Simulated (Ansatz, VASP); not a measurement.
One calculation of CsBr, two programs

Contents of INCAR:

```
PREC     = Accurate       # precision mode
ENCUT    = 500            # plane-wave cutoff, eV
EDIFF    = 1E-6           # SCF threshold, eV
ISMEAR   = 0              # smearing method
SIGMA    = 0.01           # smearing width, eV
LREAL    = F              # projectors in reciprocal space
LASPH    = T              # aspherical terms in the spheres
NELM     = 120            # most SCF steps
ALGO     = Normal         # electronic algorithm
ISIF     = 2              # what is computed and relaxed
LWAVE    = F              # write WAVECAR
LCHARG   = F              # write CHGCAR
GGA      = PE             # functional
NBANDS   = 15             # bands
GGA_COMPAT= F
```

File KPOINTS:

```
Automatic mesh
0
Gamma
  2 2 2
```

POSCAR

```
CsBr
1.0
    4.2860000000      0.0000000000      0.0000000000
    0.0000000000      4.2860000000      0.0000000000
    0.0000000000      0.0000000000      4.2860000000
Cs Br
1 1
Direct
    0.0000000000      0.0000000000      0.0000000000
    0.5000000000      0.5000000000      0.5000000000
```

Input for Ansatz:

```yaml
crystal:
  lattice:
    - [4.286, 0.0, 0.0]
    - [0.0, 4.286, 0.0]
    - [0.0, 0.0, 4.286]
  atoms:
    - { symbol: Cs, position: [0.0, 0.0, 0.0] }
    - { symbol: Br, position: [0.5, 0.5, 0.5] }
kpoints:
  mp_grid:
    grid: [2, 2, 2]
hamiltonian:
  xc: pbe
  pseudopotentials:
    kind: nc
scf:
  occupations:
    method: fixed
output:
  rpa_energy:
    n_empty_bands: 80
    ecut_chi_ladder: [70.0, 95.0, 120.0]
    long_wavelength: optical_limit
```

Alike in both runs: task single point; functional PBE; k mesh 2 × 2 × 2; no spin polarisation.

|  | VASP | Ansatz |
| --- | --- | --- |
| version | VASP 6.6.1 | Ansatz 0.2.0 |
| potentials or method | VASP PAW PBE potentials, release 64 (Cs_sv, Br) | plane waves, norm-conserving potentials |
| plane-wave cutoff (eV) | 500 | 680 |
| occupations | gaussian, width 0.01 eV | fixed |
| valence electrons in the cell | 16 | 16 |

```tsv
	VASP	Ansatz	Ansatz less VASP
gap on the k mesh at the Fermi level (eV)	4.46	4.47	+0.011
```

The k mesh is coarse, so the values compare programs but aren't converged. Spin-orbit coupling is off throughout.
